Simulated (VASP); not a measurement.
A run of VASP 6.6.1:

INCAR

```
PREC = Accurate
ENCUT = 520
EDIFF = 1E-6
ISMEAR = -1
SIGMA = 0.05
LREAL = False
LASPH = True
NELM = 60
ALGO = Normal
ISIF = 2
LWAVE = False
LCHARG = False
GGA = PE
NBANDS = 16
```

KPOINTS

```
regular mesh
0
Gamma
  13 13 12
```

Contents of POSCAR:

```
AlRu
1.0
    2.3528891640      0.0000000000      0.0000000000
   -1.1764445820      2.0376617883      0.0000000000
    0.0000000000      0.0000000000      3.2421935578
Ru Al
1 1
Direct
    0.0000000000      0.0000000000      0.0000000000
    0.3333333333      0.6666666667      0.5000000000
```

Potentials or basis: VASP PAW PBE potentials, release 64 (Ru_pv, Al).

The run is started by

```sh
$ cat potpaw_PBE.64/Ru_pv/POTCAR potpaw_PBE.64/Al/POTCAR > POTCAR
$ mpirun -np 1 vasp_std > vasp.out
```

Hardware: 1 thread of Intel(R) Xeon(R) Platinum 8488C (Sapphire Rapids), with other jobs on the host.

Question: How long does it take, and how much memory?

Answer: It took 29 s on 1 thread of Intel(R) Xeon(R) Platinum 8488C (Sapphire Rapids), on a shared host, peak memory 0.15 GiB. Counts: scf iterations 12, k points 147.
